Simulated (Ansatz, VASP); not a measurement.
Two plane-wave programs on SiW6

```
CELL_PARAMETERS angstrom
4.46825 0.00000 0.00000
-2.23413 3.86962 0.00000
0.00000 0.00000 21.72591
ATOMIC_POSITIONS crystal
W 0.66667 0.33333 0.18411
W 0.33333 0.66667 0.22609
W 0.00000 0.00000 0.26807
W 0.66667 0.33333 0.30709
W 0.33333 0.66667 0.34670
W 0.00000 0.00000 0.38322
Si 0.22222 0.11111 0.51210
```

Alike in both runs: task single point; functional PBE; dispersion D3(BJ); k mesh 6 × 6 × 1; occupations gaussian, width 0.1 eV; no spin polarisation.

```csv
,VASP,Ansatz
version,VASP 6.6.1,Ansatz 0.2.0
potentials or method,"VASP PAW PBE potentials, release 64 (W_sv, Si), cutoff 520 eV","scalar-relativistic, plane waves, PAW"
valence electrons in the cell,88,88
```

Ansatz gave:

```
gap on the k mesh at the Fermi level (eV) : none
rms of the force components (eV/Å)        : 0.933
```

Estimate VASP's values.

gap on the k mesh at the Fermi level (eV): none; rms of the force components (eV/Å): 0.944.

Atom by atom the forces differ by 0.022 eV/Å (rms over components). A gap of «none» marks a metal or a gap that the smearing closes.

Neither program's run includes spin-orbit coupling.
